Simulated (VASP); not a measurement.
# SnSe (CsCl type) (Pm-3m) in VASP: notebook, part 2 of 2

VASP 6.6.1.

### 3 Relaxation of cell and atoms, PBE, target pressure 64 GPa, at which the enthalpy is minimised

This run uses another cell than the first one, of 16.79 Å³/atom, 1.066 times its volume.

INCAR reads:

```
PREC = Accurate ; ENCUT = 600
EDIFF = 1E-6 ; ISMEAR = -1
SIGMA = 0.05 ; LREAL = False
LASPH = True ; NELM = 60
ALGO = Normal ; ISIF = 3
LWAVE = False ; LCHARG = False
GGA = PE ; IBRION = 2
NSW = 60 ; EDIFFG = -0.005
PSTRESS = 640.0
```

KPOINTS reads:

```
Automatic mesh
0
Gamma
  15 15 15
```

POSCAR reads:

```
SnSe
1.0
    3.2263680242      0.0000000000      0.0000000000
    0.0000000000      3.2263680242      0.0000000000
    0.0000000000      0.0000000000      3.2263680242
Sn Se
1 1
Direct
    0.0000000000      0.0000000000      0.0000000000
    0.5000000000      0.5000000000      0.5000000000
```

Potentials or basis: VASP PAW PBE potentials, release 64 (Sn_d, Se).

Started as:

```
$ cat potpaw_PBE.64/Sn_d/POTCAR potpaw_PBE.64/Se/POTCAR > POTCAR
$ mpirun -np 1 vasp_std > vasp.out
```

OUTCAR:

```text
PREC = Accurate
   ENCUT = 600
   EDIFF = 1E-6
   ISMEAR = -1
   LREAL = False
   LASPH = True
   NELM = 60
   ISIF = 3
   GGA = PE
   IBRION = 2
   NSW = 60
   EDIFFG = -0.005
   PSTRESS = 640.0

 ion  position               nearest neighbor table
   1  0.000  0.000  0.000-   2 2.79   2 2.79   2 2.79   2 2.79   2 2.79   2 2.79   2 2.79   2 2.79

   2  0.500  0.500  0.500-   1 2.79   1 2.79   1 2.79   1 2.79   1 2.79   1 2.79   1 2.79   1 2.79

  LATTYP: Found a simple cubic cell.
 ALAT       =     3.2263680242

  Lattice vectors:

 A1 = (   3.2263680242,   0.0000000000,   0.0000000000)
 A2 = (   0.0000000000,   3.2263680242,   0.0000000000)
 A3 = (   0.0000000000,   0.0000000000,   3.2263680242)

Analysis of symmetry for initial positions (statically):
=====================================================================
 Subroutine PRICEL returns:
 Original cell was already a primitive cell.

 Routine SETGRP: Setting up the symmetry group for a
 simple cubic supercell.

 Subroutine GETGRP returns: Found 48 space group operations
 (whereof 48 operations were pure point group operations)
 out of a pool of 48 trial point group operations.

The static configuration has the point symmetry O_h .

Analysis of symmetry for dynamics (positions and initial velocities):
=====================================================================
 Subroutine PRICEL returns:
 Original cell was already a primitive cell.

 Routine SETGRP: Setting up the symmetry group for a
 simple cubic supercell.

 Subroutine GETGRP returns: Found 48 space group operations
 (whereof 48 operations were pure point group operations)
 out of a pool of 48 trial point group operations.

The dynamic configuration has the point symmetry O_h .

 Subroutine INISYM returns: Found 48 space group operations
 (whereof 48 operations are pure point group operations),
 and found     1 'primitive' translations

----------------------------------------------------------------------------------------

                                     Primitive cell

  volume of cell :      33.5847

  direct lattice vectors                    reciprocal lattice vectors
     3.226368024  0.000000000  0.000000000     0.309946042  0.000000000  0.000000000
     0.000000000  3.226368024  0.000000000     0.000000000  0.309946042  0.000000000
     0.000000000  0.000000000  3.226368024     0.000000000  0.000000000  0.309946042

  length of vectors
     3.226368024  3.226368024  3.226368024     0.309946042  0.309946042  0.309946042

  position of ions in fractional coordinates (direct lattice)
     0.000000000  0.000000000  0.000000000
     0.500000000  0.500000000  0.500000000

  ion indices of the primitive-cell ions
   primitive index   ion index
                 1           1
                 2           2

----------------------------------------------------------------------------------------

[... 49 lines left out ...]
  0.333333  0.200000  0.000000     24.000000
 [... further k-points ...]
   k-points           NKPTS =    120   k-points in BZ     NKDIM =    120   number of bands    NBANDS=     14
   number of dos      NEDOS =    301   number of ions     NIONS =      2
   total plane-waves  NPLWV =  21952
   dimension x,y,z NGX =    28 NGY =   28 NGZ =   28
   dimension x,y,z NGXF=    56 NGYF=   56 NGZF=   56
   ions per type =               1   1
   NGX,Y,Z   is equivalent  to a cutoff of  14.43, 14.43, 14.43 a.u.
   NGXF,Y,Z  is equivalent  to a cutoff of  28.86, 28.86, 28.86 a.u.
 SYSTEM =  unknown system
   PREC   = accura    normal or accurate (medium, high low for compatibility)
   ISTART =      0    job   : 0-new  1-cont  2-samecut
   ICHARG =      2    charge: 1-file 2-atom 10-const
   ISPIN  =      1    spin polarized calculation?
   LNONCOLLINEAR =      F non collinear calculations
   LSORBIT =      F    spin-orbit coupling
   LASPH  =      T    aspherical Exc in radial PAW
   ENCUT  =  600.0 eV  44.10 Ry    6.64 a.u.   6.44  6.44  6.44*2*pi/ulx,y,z
   NELM   =     60;   NELMIN=  2; NELMDL= -5     # of ELM steps
   EDIFF  = 0.1E-05   stopping-criterion for ELM
   LREAL  =      F    real-space projection
   EDIFFG = -.5E-02   stopping-criterion for IOM
   NSW    =     60    number of steps for IOM
   IBRION =      2    ionic relax: 0-MD 1-quasi-New 2-CG
   NFREE  =      1    steps in history (QN), initial steepest desc. (CG)
   ISIF   =      3    stress and relaxation
   ISYM   =      2    0-nonsym 1-usesym 2-fastsym
   POTIM  = 0.5000    time-step for ionic-motion
   TEBEG  =    0.0;   TEEND  =   0.0 temperature during run
   PSTRESS=  640.0 pullay stress
   NELECT =      20.0000    total number of electrons
   NUPDOWN=      -1.0000    fix difference up-down
   EMIN   =  10.00;   EMAX   =-10.00  energy-range for DOS
   EFERMI =   0.00;   METHOD = LEGACY
   ISMEAR =    -1;   SIGMA  =   0.05  broadening in eV -4-tet -1-fermi 0-gaus
   EFERMI_NEDOS =   21; number of points for ismear=-14 and -15
   IALGO  =     38    algorithm
   IMIX   =      4    mixing-type and parameters
     AMIX     =   0.40;   BMIX     =  1.00
     AMIX_MAG =   1.60;   BMIX_MAG =  1.00
  volume/ion in A,a.u.               =      16.79       113.32
  Fermi-wavevector in a.u.,A,eV,Ry     =   1.377329  2.602774 25.810719  1.897034
  Thomas-Fermi vector in A             =   2.502492
   LORBIT       =      0    0 simple, 1 ext, 2 COOP (PROOUT), +10 PAW based schemes
   GGA     = PE    functional components
   LHFCALC =     F    Hartree Fock is set to
   AEXX    =    0.0000 exact exchange contribution
   IVDW    =     0    specifies the selected vdW correction
   LEPSILON=     F    determine dielectric tensor
   LRPA    =     F    only Hartree local field effects (RPA)
 conjugate gradient relaxation of ions
 non-spin polarized calculation
  energy-cutoff  :      600.00
  volume of cell :       33.58
 maximum number of plane-waves:      1141
 NGX is ok and might be reduce to    28
   NGX = 13   NGY = 13   NGZ = 13

--------------------------------------- Ionic step        1  -------------------------------------------

 number of electron      19.9999995 magnetization

 Free energy of the ion-electron system (eV)
  ---------------------------------------------------
  ext. energy  EPLUGINS =         0.00000000
  ---------------------------------------------------
  free energy    TOTEN  =        -6.07103811 eV

  energy without entropy =       -6.06720180  energy(sigma->0) =       -6.06911995

------------------------ aborting loop because EDIFF is reached ----------------------------------------

  FORCE on cell =-STRESS in cart. coord.  units (eV):
  Direction    XX          YY          ZZ          XY          YZ          ZX
  --------------------------------------------------------------------------------------
  -------------------------------------------------------------------------------------
  Total        9.9395424      9.9395424      9.9395424      0.0000000      0.0000000     -0.0000000
  in kB      474.1712960    474.1712960    474.1712960      0.0000000      0.0000000     -0.0000000
  external PRESSURE =    -165.8287040 kB  Pullay stress =     640.0000000 kB
[... 215 lines left out ...]
--------------------------------------- Ionic step        7  -------------------------------------------

 number of electron      20.0000008 magnetization

 Free energy of the ion-electron system (eV)
  ---------------------------------------------------
  ext. energy  EPLUGINS =         0.00000000
  ---------------------------------------------------
  free energy    TOTEN  =        -5.36310456 eV

  energy without entropy =       -5.35855384  energy(sigma->0) =       -5.36082920

 E-fermi :  13.0951     XC(G=0): -12.4688

 val. band max:       13.0903467640   @ k =   0.4667   0.4667   0.2667
 cond. band min:      13.0975789390   @ k =   0.4667   0.4000   0.4000
 fundamental gap:      0.0072321751
 Fermi energy:        13.0950800081

 k-point     1 :       0.0000    0.0000    0.0000
  band No.  band energies     occupation
      1      -9.2672      2.00000
      2      -9.2672      2.00000
      3      -8.9549      2.00000
      4      -8.9549      2.00000
      5      -8.9549      2.00000
      6      -5.1540      2.00000
      7       8.8720      2.00000
      8       9.3855      2.00000
      9       9.3855      2.00000
     10       9.3855      2.00000
     11      16.0223      0.00000
     12      16.0223      0.00000
     13      22.9586      0.00000
     14      22.9586      0.00000
[... 377 lines left out ...]
      1      -9.1950      2.00000
      2      -9.1217      2.00000
      3      -9.0328      2.00000
      4      -9.0302      2.00000
      5      -8.9823      2.00000
      6      -3.1648      2.00000
      7       3.1792      2.00000
      8       7.1722      2.00000
      9      11.2984      2.00000
     10      12.9367      1.91918
     11      14.8679      0.00000
     12      18.2510      0.00000
     13      19.1916      0.00000
     14      19.9849      0.00000

 [... further k-points ...]
[... 5 lines left out ...]
  --------------------------------------------------------------------------------------
  -------------------------------------------------------------------------------------
  Total       12.6020027     12.6020027     12.6020027     -0.0000000      0.0000000     -0.0000000
  in kB      640.2795840    640.2795840    640.2795840     -0.0000000      0.0000000     -0.0000000
  external PRESSURE =       0.2795840 kB  Pullay stress =     640.0000000 kB
[... 21 lines left out ...]
  energy  without entropy=       -5.3585538410  energy(sigma->0) =       -5.36082920

  enthalpy is  TOTEN    =         7.2333953275 eV   P V=       12.5964998848

 reached required accuracy - stopping structural energy minimisation
```

OSZICAR:

```text
N       E                     dE             d eps       ncg     rms          rms(c)
DAV:   1     0.140986044903E+03    0.14099E+03   -0.11317E+04  3444   0.228E+03
[... 54 lines left out ...]
   6 F= 0.72335351E+01 E0= 0.72358220E+01  d E =0.132380E-03
       N       E                     dE             d eps       ncg     rms          rms(c)
DAV:   1    -0.536380362868E+01    0.26127E-01   -0.15747E-02  4140   0.264E+00    0.155E-01
DAV:   2    -0.536324740029E+01    0.55623E-03   -0.92310E-04  4224   0.719E-01    0.682E-02
DAV:   3    -0.536310471764E+01    0.14268E-03   -0.39357E-04  4110   0.438E-01    0.944E-03
DAV:   4    -0.536310432283E+01    0.39481E-06   -0.17432E-05  3516   0.531E-02    0.453E-03
DAV:   5    -0.536310455722E+01   -0.23439E-06   -0.70412E-07  2022   0.118E-02
   7 F= 0.72333953E+01 E0= 0.72356707E+01  d E =-.735363E-05
```

Run time: 4.4 min. Hardware: 1 thread of Intel Xeon Platinum 8488C (Sapphire Rapids), shared host; peak memory 0.23 GiB.

What came out:

```
Free energy                                            : -5.3631 eV
Relaxed volume                                         : 15.77 Å³/atom
Relaxed cell                                           : a = 3.159 Å, b = 3.159 Å, c = 3.159 Å, α = 90.00°, β = 90.00°, γ = 90.00°
Space group after relaxing (to 0.05 Å)                 : Pm-3m (No. 221)
Energy change on relaxing (the enthalpy is what falls) : +354.0 meV/atom
Ionic steps                                            : 7
Pressure after relaxing                                : 64.0 GPa
Band gap on the k mesh                                 : zero (band 10 reaches 14.58 eV, above the bottom of band 11 at 9.97 eV)
```

Step by step:
| step | energy change (eV) | largest force (eV/Å) | pressure (GPa) | volume (Å³) |
| --- | --- | --- | --- | --- |
| 1 | 0.0000 | 0.0000 | 47.42 | 33.58 |
| 2 | 4.2760 | 0.0000 | 148.57 | 25.83 |
| 3 | 0.6442 | 0.0000 | 62.43 | 31.70 |
| 4 | 0.6992 | 0.0000 | 63.78 | 31.56 |
| 5 | 0.7150 | 0.0000 | 64.22 | 31.52 |
| 6 | 0.6811 | 0.0000 | 63.37 | 31.60 |
| 7 | 0.7079 | 0.0000 | 64.03 | 31.53 |

Final structure:
```
Sn Se
1.0
     3.15932    0.00000    0.00000
     0.00000    3.15932    0.00000
     0.00000    0.00000    3.15932
Sn Se
1 1
Direct
  0.00000 0.00000 0.00000
  0.50000 0.50000 0.50000
```

Caveat: the cell is relaxed towards a set pressure, so the enthalpy falls and the energy may rise; spin-orbit coupling is left out, which moves the levels of the heavy elements.
